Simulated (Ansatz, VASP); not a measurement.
# Two plane-wave programs on KI

INCAR

```
SYSTEM = KI
PREC = Accurate ; ENCUT = 520
EDIFF = 1E-7 ; ISMEAR = -1
SIGMA = 0.02 ; LREAL = .FALSE.
LASPH = .TRUE. ; NELM = 60
ALGO = Normal ; ISIF = 2
LWAVE = .FALSE. ; LCHARG = .FALSE.
GGA = PE ; NBANDS = 15
```

Contents of KPOINTS:

```
regular mesh
0
G
  6 6 6
  0 0 0
```

POSCAR

```
KI
1.0
    0.0708857049      3.6151709484      3.6151709484
    3.6151709484      0.0708857049      3.6151709484
    3.6151709484      3.6151709484      0.0708857049
K I
1 1
Direct
    0.0000000000      0.0000000000      0.0000000000
    0.5000000000      0.5000000000      0.5000000000
```

Input for Ansatz:

```yaml
crystal:
  lattice:
    - [0.0708857049, 3.6151709484, 3.6151709484]
    - [3.6151709484, 0.0708857049, 3.6151709484]
    - [3.6151709484, 3.6151709484, 0.0708857049]
  atoms:
    - { symbol: K, position: [0.0, 0.0, 0.0] }
    - { symbol: I, position: [0.5, 0.5, 0.5] }
kpoints:
  mp_grid: { grid: [6, 6, 6] }
  band_path:
    path:
      - [0.0, 0.0, 0.0]
      - [0.5, 0.0, 0.5]
      - [0.625, 0.25, 0.625]
      - [0.375, 0.375, 0.75]
      - [0.5, 0.5, 0.5]
      - [0.5, 0.25, 0.75]
    npoints: 1
hamiltonian:
  xc: pbe
scf:
  occupations: { method: fermi_dirac, width: 0.02 }
  n_extra_bands: 4
output:
  forces: true
  stress: true
  eigenvalues: true
```

Change from the starting cell: shear_111 strain +3.0%.

Alike in both runs: task single point; functional PBE; k mesh 6 × 6 × 6; occupations fermi-dirac, width 0.02 eV; no spin polarisation.

|  | VASP | Ansatz |
| --- | --- | --- |
| version | VASP 6.6.1 | Ansatz 0.2.0 |
| potentials or method | VASP PAW PBE potentials, release 64 (K_sv, I) | plane waves, PAW |
| plane-wave cutoff (eV) | 520 | 420 |
| valence electrons in the cell | 16 | 26 |

VASP gave:

```
gap on the k mesh at the Fermi level (eV)                     : 3.84
pressure (GPa)                                                : 0.1
traceless stress, the component that is largest in VASP (GPa) : -0.08
```

Estimate Ansatz's values.

gap on the k mesh at the Fermi level (eV): 3.85; pressure (GPa): 0.1; traceless stress, the component that is largest in VASP (GPa): -0.08.

VASP's potentials hold 16 valence electrons a cell and Ansatz's 26, so a difference there can come from the potentials and not from the codes.

Spin-orbit coupling is off throughout.
